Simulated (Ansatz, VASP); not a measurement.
**Au in VASP and in Ansatz**

```
Au
1.0
     0.00000   -2.04550   -2.04550
     0.00000    2.04550   -2.04550
     4.09100    0.00000    0.00000
Au
2
Direct
  0.50000 0.50000 0.47556
  0.00000 0.00000 0.02444
```

Change from the starting cell: mode 6 (146.6 1/cm) frozen in, largest displacement -0.100 Å.

Alike in both runs: task single point; functional PBEsol; k mesh 16 × 16 × 12; occupations gaussian, width 0.15 eV; no spin polarisation.

|  | VASP | Ansatz |
| --- | --- | --- |
| version | VASP 6.6.1 | Ansatz 0.2.0 |
| potentials or method | VASP PAW PBE potentials, release 64 (Au), cutoff 520 eV | scalar-relativistic, plane waves, PAW |
| valence electrons in the cell | 22 | 38 |

```csv
,VASP,Ansatz,Ansatz less VASP
gap on the k mesh at the Fermi level (eV),none,none,-
pressure (GPa),2.6,2.9,+0.29
"traceless stress, the component that is largest in VASP (GPa)",-0.34,-0.34,0.000
rms of the force components (eV/Å),0.929,0.934,+0.0049
```

VASP's potentials were made for PBE, not for PBEsol. Atom by atom the forces differ by 0.005 eV/Å (rms over components). A gap of «none» marks a metal or a gap that the smearing closes. With one functional, cell and mesh, what is left measures potentials, basis and numerics. VASP's potentials hold 22 valence electrons a cell and Ansatz's 38, so a difference there can come from the potentials and not from the codes.

Neither program's run includes spin-orbit coupling.
